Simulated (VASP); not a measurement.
Wanted: the native input for a VASP 6.6.1 run.

```yaml
Task: single point
Functional: PBE
Potentials_or_basis: VASP PAW PBE potentials, release 64 (C, O)
Cutoff: 520 eV
k_mesh: 6 × 6 × 6
Occupations: gaussian, width 0.01 eV
Spin: no spin polarisation
Dipole_correction: no
Further_INCAR_settings: ALGO = Normal; EDIFF = 1e-06; NBANDS = 25
```

The structure of CO2 lies in POSCAR:

```
CO2
1.0
    4.1925577276      0.0000000000      0.0000000000
    0.0000000000      4.1925577276      0.0000000000
    0.0000000000      0.0000000000      4.6051146708
C O
2 4
Direct
    0.5000000000      0.5000000000      0.5000000000
    0.0000000000      0.0000000000      0.0000000000
    0.3042678626      0.6957321374      0.5000000000
    0.6957321374      0.3042678626      0.5000000000
    0.1957321374      0.1957321374      0.0000000000
    0.8042678626      0.8042678626      0.0000000000
```

These files were run (other wordings do the same):

INCAR

```
SYSTEM = CO2
  ALGO = Normal
  EDIFF = 1E-6
  ENCUT = 520
  GGA = PE
  ISIF = 2
  ISMEAR = 0
  LASPH = .True.
  LCHARG = .False.
  LREAL = .False.
  LWAVE = .False.
  NBANDS = 25
  NELM = 100
  PREC = Accurate
  SIGMA = 0.01
```

KPOINTS

```
k-points
0
Gamma
  6 6 6
  0 0 0
```

Potentials or basis: VASP PAW PBE potentials, release 64 (C, O).

The run is started by

```console
$ cat potpaw_PBE.64/C/POTCAR potpaw_PBE.64/O/POTCAR > POTCAR
$ mpirun -np 1 vasp_std > vasp.out
```

It gave:

The pressure is 6.6 GPa and the largest force is 1.441 eV/Å. The band gap on the k mesh is 6.66 eV (least direct gap 7.16 eV).

Caveat: the stress differs along the axes, from 2 to 9 GPa; this functional lacks dispersion, which holds the molecules together, so the pressure and a relaxed volume are unreliable; forces of over 1 eV/Å act on the atoms, so gaps and moduli don't describe the material at rest.

Run time: 38 s on 1 thread of Intel(R) Xeon(R) Platinum 8488C (Sapphire Rapids), on a shared host, peak memory 0.2 GiB.
